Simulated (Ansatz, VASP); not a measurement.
## SnO: VASP beside Ansatz

INCAR

```
SYSTEM = SnO
  PREC = Accurate
  ENCUT = 520
  EDIFF = 1E-6
  ISMEAR = 0
  SIGMA = 0.05
  LREAL = .FALSE.
  LASPH = .TRUE.
  NELM = 80
  ALGO = Normal
  ISIF = 2
  LWAVE = .FALSE.
  LCHARG = .FALSE.
  LDIPOL = .TRUE.
  IDIPOL = 3
  DIPOL = 0.5 0.5 0.408
  GGA = PE
  IVDW = 12
  NBANDS = 50
```

File KPOINTS:

```
Automatic mesh
0
G
  7 7 1
  0 0 0
```

Contents of POSCAR:

```
SnO
1.0
    3.8201636883      0.0000000000      0.0000000000
    0.0000000000      3.8201636883      0.0000000000
    0.0000000000      0.0000000000     22.2260802162
Sn O
4 4
Direct
    0.7500000000      0.2500000000      0.2024648501
    0.2500000000      0.7500000000      0.3087831971
    0.3750000000      0.8750000000      0.5067488283
    0.8750000000      0.3750000000      0.6130671753
    0.2500000000      0.2500000000      0.2556240236
    0.7500000000      0.7500000000      0.2556240236
    0.8750000000      0.8750000000      0.5599080018
    0.3750000000      0.3750000000      0.5599080018
```

Input for Ansatz:

```yaml
crystal:
  lattice:
    - [3.8201636883, 0.0, 0.0]
    - [0.0, 3.8201636883, 0.0]
    - [0.0, 0.0, 22.2260802162]
  atoms:
    - { symbol: Sn, position: [0.75, 0.25, 0.2024648501] }
    - { symbol: O, position: [0.25, 0.25, 0.2556240236] }
    - { symbol: O, position: [0.75, 0.75, 0.2556240236] }
    - { symbol: Sn, position: [0.25, 0.75, 0.3087831971] }
    - { symbol: Sn, position: [0.375, 0.875, 0.5067488283] }
    - { symbol: O, position: [0.875, 0.875, 0.5599080018] }
    - { symbol: O, position: [0.375, 0.375, 0.5599080018] }
    - { symbol: Sn, position: [0.875, 0.375, 0.6130671753] }
basis:
  ecutwfc: 420
kpoints:
  mp_grid: { grid: [7, 7, 1] }
hamiltonian:
  xc: pbe
  pseudopotentials: { kind: paw, azcp: { folder: soft_1 } }
  dispersion: d3bj
scf:
  occupations: { method: gaussian, width: 0.05 }
output:
  forces: true
  eigenvalues: true
efield:
  axis: 3
  dipole_correction: true
  ramp_width: 0.04
```

Alike in both runs: task single point; functional PBE; dispersion D3(BJ); k mesh 7 × 7 × 1; occupations gaussian, width 0.05 eV; no spin polarisation.

|  | VASP | Ansatz |
| --- | --- | --- |
| version | VASP 6.6.1 | Ansatz 0.2.0 |
| potentials or method | VASP PAW PBE potentials, release 64 (Sn_d, O), cutoff 520 eV | scalar-relativistic, plane waves, PAW |
| valence electrons in the cell | 80 | 80 |

Ansatz gave:

```
gap on the k mesh at the Fermi level (eV) : 2.61
least direct gap on the mesh (eV)         : 2.64
rms of the force components (eV/Å)        : 0.007
```

Task: What did VASP give for the same quantities?

Result: gap on the k mesh at the Fermi level (eV): 2.56; least direct gap on the mesh (eV): 2.60; rms of the force components (eV/Å): 0.038.
